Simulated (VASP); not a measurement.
# Al3BAs4 in VASP: further runs

Runs on Al3BAs4. Level: PBE. Tasks: single point.

Program: VASP 6.6.1. These are calculated values, not measurements. Logs are shortened: lines on timing, memory, paths and dates and some standing lists are left out, and cuts for length are marked.

## 1. The cell of the first run

Symmetry: P-4m2, No. 115, tetragonal system. The conventional cell has a = 3.758 Å, b = 3.758 Å, c = 10.628 Å, α = 90.00°, β = 90.00°, γ = 90.00°. Within 3.0 Å of Al (site symmetry 2mm) lie 4 As at 2.30 Å. Al (site symmetry -4m2) has 4 As at 2.30 Å within 3.0 Å. B (site symmetry -4m2) has 4 As at 2.30 Å within 3.0 Å. As (site symmetry 2mm) has 4 Al at 2.30 Å within 3.0 Å. As (site symmetry 2mm) has 2 Al at 2.30 Å and 2 B at 2.30 Å within 3.0 Å.

## 2. Single point, PBE

Contents of INCAR:

```
SYSTEM = Al3BAs4
PREC = Accurate
ENCUT = 500
EDIFF = 1E-6
ISMEAR = 0
SIGMA = 0.1
LREAL = .False.
LASPH = .True.
NELM = 120
ALGO = Normal
ISIF = 2
LWAVE = .False.
LCHARG = .False.
GGA = PE
NBANDS = 26
GGA_COMPAT = .False.
```

Contents of KPOINTS:

```
Automatic mesh
0
Gamma
  4 4 2
  0 0 0
```

Contents of POSCAR:

```
Al3BAs4
1.0
    3.7575467500      0.0000000000      0.0000000000
    0.0000000000      3.7575467500      0.0000000000
    0.0000000000      0.0000000000     10.6279471400
Al B As
3 1 4
Direct
    0.0000000000      0.0000000000      0.7500000000
    0.5000000000      0.5000000000      0.0000000000
    0.0000000000      0.0000000000      0.2500000000
    0.5000000000      0.5000000000      0.5000000000
    0.5000000000      0.0000000000      0.8750000000
    0.0000000000      0.5000000000      0.1250000000
    0.5000000000      0.0000000000      0.3750000000
    0.0000000000      0.5000000000      0.6250000000
```

Potentials or basis: VASP PAW PBE potentials, release 64 (Al, B, As).

On the command line:

```bash
$ cat potpaw_PBE.64/Al/POTCAR potpaw_PBE.64/B/POTCAR potpaw_PBE.64/As/POTCAR > POTCAR
$ mpirun -np 1 vasp_std > vasp.out
```

OUTCAR:

```text
SYSTEM = Al3BAs4
   PREC = Accurate
   ENCUT = 500
   EDIFF = 1E-6
   ISMEAR = 0
   LREAL = .False.
   LASPH = .True.
   NELM = 120
   ISIF = 2
   GGA = PE

 ion  position               nearest neighbor table
   1  0.000  0.000  0.750-   5 2.30   8 2.30   8 2.30   5 2.30
   2  0.500  0.500  0.000-   5 2.30   6 2.30   5 2.30   6 2.30
   3  0.000  0.000  0.250-   6 2.30   7 2.30   6 2.30   7 2.30
   4  0.500  0.500  0.500-   7 2.30   8 2.30   7 2.30   8 2.30
   5  0.500  0.000  0.875-   1 2.30   2 2.30   2 2.30   1 2.30
   6  0.000  0.500  0.125-   2 2.30   3 2.30   3 2.30   2 2.30
   7  0.500  0.000  0.375-   3 2.30   4 2.30   4 2.30   3 2.30
   8  0.000  0.500  0.625-   1 2.30   4 2.30   1 2.30   4 2.30

  LATTYP: Found a simple tetragonal cell.
 ALAT       =     3.7575467500
 C/A-ratio  =     2.8284271220

  Lattice vectors:

 A1 = (   3.7575467500,   0.0000000000,   0.0000000000)
 A2 = (   0.0000000000,   3.7575467500,   0.0000000000)
 A3 = (   0.0000000000,   0.0000000000,  10.6279471400)

Analysis of symmetry for initial positions (statically):
=====================================================================
 Subroutine PRICEL returns:
 Original cell was already a primitive cell.

 Routine SETGRP: Setting up the symmetry group for a
 simple tetragonal supercell.

 Subroutine GETGRP returns: Found  8 space group operations
 (whereof  8 operations were pure point group operations)
 out of a pool of 16 trial point group operations.

The static configuration has the point symmetry D_2d.

Analysis of symmetry for dynamics (positions and initial velocities):
=====================================================================
 Subroutine PRICEL returns:
 Original cell was already a primitive cell.

 Routine SETGRP: Setting up the symmetry group for a
 simple tetragonal supercell.

 Subroutine GETGRP returns: Found  8 space group operations
 (whereof  8 operations were pure point group operations)
 out of a pool of 16 trial point group operations.

The dynamic configuration has the point symmetry D_2d.

 Subroutine INISYM returns: Found  8 space group operations
 (whereof  8 operations are pure point group operations),
 and found     1 'primitive' translations

----------------------------------------------------------------------------------------

                                     Primitive cell

  volume of cell :     150.0577

  direct lattice vectors                    reciprocal lattice vectors
     3.757546750  0.000000000  0.000000000     0.266131087  0.000000000  0.000000000
     0.000000000  3.757546750  0.000000000     0.000000000  0.266131087  0.000000000
     0.000000000  0.000000000 10.627947140     0.000000000  0.000000000  0.094091548

  length of vectors
     3.757546750  3.757546750 10.627947140     0.266131087  0.266131087  0.094091548

  position of ions in fractional coordinates (direct lattice)
     0.000000000  0.000000000  0.750000000
     0.500000000  0.500000000  0.000000000
     0.000000000  0.000000000  0.250000000
     0.500000000  0.500000000  0.500000000
     0.500000000  0.000000000  0.875000000
     0.000000000  0.500000000  0.125000000
     0.500000000  0.000000000  0.375000000
     0.000000000  0.500000000  0.625000000

  ion indices of the primitive-cell ions
   primitive index   ion index
                 1           1
                 2           2
                 3           3
                 4           4
                 5           5
                 6           6
                 7           7
                 8           8

----------------------------------------------------------------------------------------

 KPOINTS: Automatic mesh

Automatic generation of k-mesh.
 Grid dimensions read from file:
 generate k-points for:    4    4    2

 Generating k-lattice:

  Cartesian coordinates                     Fractional coordinates (reciprocal lattice)
     0.066532772  0.000000000  0.000000000     0.250000000  0.000000000  0.000000000
     0.000000000  0.066532772  0.000000000     0.000000000  0.250000000  0.000000000
     0.000000000  0.000000000  0.047045774     0.000000000  0.000000000  0.500000000

  Length of vectors
     0.066532772  0.066532772  0.047045774

  Shift w.r.t. Gamma in fractional coordinates (k-lattice)
     0.000000000  0.000000000  0.000000000

 Subroutine IBZKPT returns following result:
 ===========================================

 Found     12 irreducible k-points:

 Following reciprocal coordinates:
            Coordinates               Weight
  0.000000  0.000000  0.000000      1.000000
  0.250000  0.000000  0.000000      4.000000
  0.500000  0.000000  0.000000      2.000000
  0.250000  0.250000  0.000000      4.000000
  0.500000  0.250000  0.000000      4.000000
  0.500000  0.500000  0.000000      1.000000
  0.000000  0.000000  0.500000      1.000000
  0.250000  0.000000  0.500000      4.000000
  0.500000  0.000000  0.500000      2.000000
  0.250000  0.250000  0.500000      4.000000
  0.500000  0.250000  0.500000      4.000000
  0.500000  0.500000  0.500000      1.000000
   k-points           NKPTS =     12   k-points in BZ     NKDIM =     12   number of bands    NBANDS=     26
   number of dos      NEDOS =    301   number of ions     NIONS =      8
   total plane-waves  NPLWV =  62720
   dimension x,y,z NGX =    28 NGY =   28 NGZ =   80
   dimension x,y,z NGXF=    56 NGYF=   56 NGZF=  160
   ions per type =               3   1   4
   NGX,Y,Z   is equivalent  to a cutoff of  12.39, 12.39, 12.51 a.u.
   NGXF,Y,Z  is equivalent  to a cutoff of  24.78, 24.78, 25.03 a.u.
 SYSTEM =  Al3BAs4
   PREC   = accura    normal or accurate (medium, high low for compatibility)
   ISTART =      0    job   : 0-new  1-cont  2-samecut
   ICHARG =      2    charge: 1-file 2-atom 10-const
   ISPIN  =      1    spin polarized calculation?
   LNONCOLLINEAR =      F non collinear calculations
   LSORBIT =      F    spin-orbit coupling
   LASPH  =      T    aspherical Exc in radial PAW
   ENCUT  =  500.0 eV  36.75 Ry    6.06 a.u.   6.85  6.85 19.38*2*pi/ulx,y,z
   NELM   =    120;   NELMIN=  2; NELMDL= -5     # of ELM steps
   EDIFF  = 0.1E-05   stopping-criterion for ELM
   LREAL  =      F    real-space projection
   EDIFFG = 0.1E-04   stopping-criterion for IOM
   NSW    =      0    number of steps for IOM
   IBRION =     -1    ionic relax: 0-MD 1-quasi-New 2-CG
   NFREE  =      0    steps in history (QN), initial steepest desc. (CG)
   ISIF   =      2    stress and relaxation
   ISYM   =      2    0-nonsym 1-usesym 2-fastsym
   POTIM  = 0.5000    time-step for ionic-motion
   TEBEG  =    0.0;   TEEND  =   0.0 temperature during run
   PSTRESS=    0.0 pullay stress
   NELECT =      32.0000    total number of electrons
   NUPDOWN=      -1.0000    fix difference up-down
   EMIN   =  10.00;   EMAX   =-10.00  energy-range for DOS
   EFERMI =   0.00;   METHOD = LEGACY
   ISMEAR =     0;   SIGMA  =   0.10  broadening in eV -4-tet -1-fermi 0-gaus
   EFERMI_NEDOS =   21; number of points for ismear=-14 and -15
   IALGO  =     38    algorithm
   IMIX   =      4    mixing-type and parameters
     AMIX     =   0.40;   BMIX     =  1.00
     AMIX_MAG =   1.60;   BMIX_MAG =  1.00
  volume/ion in A,a.u.               =      18.76       126.58
  Fermi-wavevector in a.u.,A,eV,Ry     =   0.978075  1.848293 13.015747  0.956630
  Thomas-Fermi vector in A             =   2.108822
   LORBIT       =      0    0 simple, 1 ext, 2 COOP (PROOUT), +10 PAW based schemes
   GGA     = PE    functional components
   LHFCALC =     F    Hartree Fock is set to
   AEXX    =    0.0000 exact exchange contribution
   IVDW    =     0    specifies the selected vdW correction
   LEPSILON=     F    determine dielectric tensor
   LRPA    =     F    only Hartree local field effects (RPA)
 non-spin polarized calculation
 Gauss-broadening in eV      SIGMA  =   0.10
  energy-cutoff  :      500.00
  volume of cell :      150.06
 maximum number of plane-waves:      3840
 NGX is ok and might be reduce to    28
   NGX = 13   NGY = 13   NGZ = 39

 number of electron      32.0000004 magnetization

 Free energy of the ion-electron system (eV)
  ---------------------------------------------------
  ext. energy  EPLUGINS =         0.00000000
  ---------------------------------------------------
  free energy    TOTEN  =       -36.58558442 eV

  energy without entropy =      -36.58558442  energy(sigma->0) =      -36.58558442

 E-fermi :   5.5786     XC(G=0):  -9.6607

 val. band max:        5.1189520512   @ k =   0.0000   0.0000   0.0000
 cond. band min:       6.1853146283   @ k =   0.5000   0.5000   0.0000
 fundamental gap:      1.0663625771
 Fermi energy:         5.5785521679

 k-point     1 :       0.0000    0.0000    0.0000
  band No.  band energies     occupation
      1      -8.0425      2.00000
      2      -7.0651      2.00000
      3      -6.9313      2.00000
      4      -5.3122      2.00000
      5      -1.3835      2.00000
      6       1.2306      2.00000
[... 18 lines left out ...]
     25       9.1115      0.00000
     26       9.2887      0.00000

 k-point     2 :       0.2500    0.0000    0.0000
  band No.  band energies     occupation
      1      -7.5451      2.00000
      2      -6.6765      2.00000
      3      -6.5503      2.00000
      4      -5.3443      2.00000
      5      -1.0938      2.00000
      6      -0.2473      2.00000
[... 18 lines left out ...]
     25      10.5407      0.00000
     26      10.6013      0.00000

 k-point     3 :       0.5000    0.0000    0.0000
  band No.  band energies     occupation
      1      -6.3845      2.00000
      2      -6.3752      2.00000
      3      -5.9860      2.00000
      4      -5.9579      2.00000
      5      -1.7176      2.00000
      6      -1.4446      2.00000
[... 18 lines left out ...]
     25      10.7812      0.00000
     26      11.0803      0.00000

 k-point     4 :       0.2500    0.2500    0.0000
  band No.  band energies     occupation
      1      -7.0649      2.00000
      2      -6.3009      2.00000
      3      -6.1758      2.00000
      4      -5.2414      2.00000
      5      -1.0287      2.00000
      6      -0.3147      2.00000
[... 18 lines left out ...]
     25      10.9593      0.00000
     26      11.3543      0.00000

 k-point     5 :       0.5000    0.2500    0.0000
  band No.  band energies     occupation
      1      -6.0100      2.00000
      2      -6.0038      2.00000
      3      -5.6104      2.00000
      4      -5.5859      2.00000
      5      -1.4028      2.00000
      6      -1.0178      2.00000
[... 18 lines left out ...]
     25      11.0392      0.00000
     26      12.1694      0.00000

 k-point     6 :       0.5000    0.5000    0.0000
  band No.  band energies     occupation
      1      -5.5159      2.00000
      2      -5.5159      2.00000
      3      -5.0915      2.00000
      4      -5.0915      2.00000
      5      -1.6897      2.00000
      6      -1.1435      2.00000
[... 18 lines left out ...]
     25      10.7177      0.00000
     26      10.8331      0.00000

 k-point     7 :       0.0000    0.0000    0.5000
  band No.  band energies     occupation
      1      -7.9098      2.00000
      2      -7.5986      2.00000
      3      -6.0725      2.00000
      4      -5.8630      2.00000
      5      -0.5949      2.00000
      6      -0.2538      2.00000
[... 18 lines left out ...]
     25       9.7250      0.00000
     26       9.8949      0.00000

 k-point     8 :       0.2500    0.0000    0.5000
  band No.  band energies     occupation
      1      -7.4294      2.00000
      2      -7.1307      2.00000
      3      -5.9033      2.00000
      4      -5.6735      2.00000
      5      -1.0550      2.00000
      6      -0.7077      2.00000
[... 18 lines left out ...]
     25      10.4869      0.00000
     26      10.6752      0.00000

 k-point     9 :       0.5000    0.0000    0.5000
  band No.  band energies     occupation
      1      -6.3733      2.00000
      2      -6.3650      2.00000
      3      -6.0031      2.00000
      4      -5.9736      2.00000
      5      -1.3281      2.00000
      6      -1.0710      2.00000
[... 18 lines left out ...]
     25      10.2937      0.00000
     26      10.3291      0.00000

 k-point    10 :       0.2500    0.2500    0.5000
  band No.  band energies     occupation
      1      -6.9666      2.00000
      2      -6.6780      2.00000
      3      -5.6928      2.00000
      4      -5.4469      2.00000
      5      -1.0258      2.00000
      6      -0.5948      2.00000
[... 18 lines left out ...]
     25      10.6981      0.00000
     26      10.9611      0.00000

 k-point    11 :       0.5000    0.2500    0.5000
  band No.  band energies     occupation
      1      -6.0027      2.00000
      2      -5.9973      2.00000
      3      -5.6214      2.00000
      4      -5.5959      2.00000
      5      -1.2456      2.00000
      6      -0.8508      2.00000
[... 18 lines left out ...]
     25      10.9452      0.00000
     26      11.6542      0.00000

 k-point    12 :       0.5000    0.5000    0.5000
  band No.  band energies     occupation
      1      -5.5143      2.00000
      2      -5.5143      2.00000
      3      -5.0940      2.00000
      4      -5.0940      2.00000
      5      -1.6490      2.00000
      6      -1.1097      2.00000
[... 18 lines left out ...]
     25      12.7176      0.00000
     26      12.7830      0.00000

------------------------ aborting loop because EDIFF is reached ----------------------------------------

  FORCE on cell =-STRESS in cart. coord.  units (eV):
  Direction    XX          YY          ZZ          XY          YZ          ZX
  --------------------------------------------------------------------------------------
  -------------------------------------------------------------------------------------
  Total       13.6842305     13.6842305     11.8152535      0.0000000      0.0000000      0.0000000
  in kB      146.1075948    146.1075948    126.1523825      0.0000000      0.0000000      0.0000000
  external PRESSURE =     139.4558574 kB  Pullay stress =       0.0000000 kB

 VOLUME and BASIS-vectors are now :
 -----------------------------------------------------------------------------
  energy-cutoff  :      500.00
  volume of cell :      150.06
      direct lattice vectors                 reciprocal lattice vectors
     3.757546750  0.000000000  0.000000000     0.266131087  0.000000000  0.000000000
     0.000000000  3.757546750  0.000000000     0.000000000  0.266131087  0.000000000
     0.000000000  0.000000000 10.627947140     0.000000000  0.000000000  0.094091548

 POSITION                                       TOTAL-FORCE (eV/Angst)
 -----------------------------------------------------------------------------------
      0.00000      0.00000      7.97096         0.000000     -0.000000     -0.246899
      1.87877      1.87877      0.00000         0.000000      0.000000      0.000000
      0.00000      0.00000      2.65699         0.000000     -0.000000      0.246899
      1.87877      1.87877      5.31397         0.000000      0.000000      0.000000
      1.87877      0.00000      9.29945         0.000000     -0.000000     -0.042686
      0.00000      1.87877      1.32849         0.000000     -0.000000      0.042686
      1.87877      0.00000      3.98548         0.000000     -0.000000      3.405889
      0.00000      1.87877      6.64247         0.000000     -0.000000     -3.405889
 -----------------------------------------------------------------------------------
    total drift:                                0.000000     -0.000000      0.000000

  FREE ENERGIE OF THE ION-ELECTRON SYSTEM (eV)
  ---------------------------------------------------
  free  energy   TOTEN  =       -36.5855844153 eV

  energy  without entropy=      -36.5855844153  energy(sigma->0) =      -36.58558442
```

Wall time 53 s (1 thread of AMD EPYC 7R13, shared host); peak memory 0.21 GiB.

What came out:

| Item | Value |
| --- | --- |
| Free energy | -36.5856 eV |
| Pressure | 13.9 GPa |
| Largest force | 3.406 eV/Å |
| Band gap on the k mesh | 1.07 eV, indirect (least direct gap 1.19 eV) |

Forces in eV/Å, atoms in the order of the input:
```
Al   0.000  0.000 -0.247
Al   0.000  0.000  0.000
Al   0.000  0.000  0.247
B    0.000  0.000  0.000
As   0.000  0.000 -0.043
As   0.000  0.000  0.043
As   0.000  0.000  3.406
As   0.000  0.000 -3.406
```

Levels at points of the mesh, in eV from the valence-band top:
```
           k point  band 13  band 14  band 15  band 16  band 17  band 18  band 19  band 20
(0.00, 0.00, 0.00)    -1.72    -0.18     0.00     0.00     1.19     1.45     2.19     2.25
(0.50, 0.00, 0.00)    -1.22    -1.19    -1.12    -0.92     1.62     2.88     3.35     3.54
(0.50, 0.50, 0.00)    -2.86    -2.80    -2.80    -2.71     1.07     1.07     1.40     2.48
(0.00, 0.00, 0.50)    -0.95    -0.95    -0.48    -0.48     1.12     1.71     2.16     2.55
(0.50, 0.00, 0.50)    -1.30    -1.27    -1.27    -0.93     2.26     3.31     3.52     3.66
(0.50, 0.50, 0.50)    -3.36    -3.27    -3.19    -3.19     1.96     1.96     2.42     2.80
```

Caveat: forces of over 1 eV/Å act on the atoms, so gaps and moduli don't describe the material at rest. A k mesh can miss the band edges.

[end of part 1 of 3]
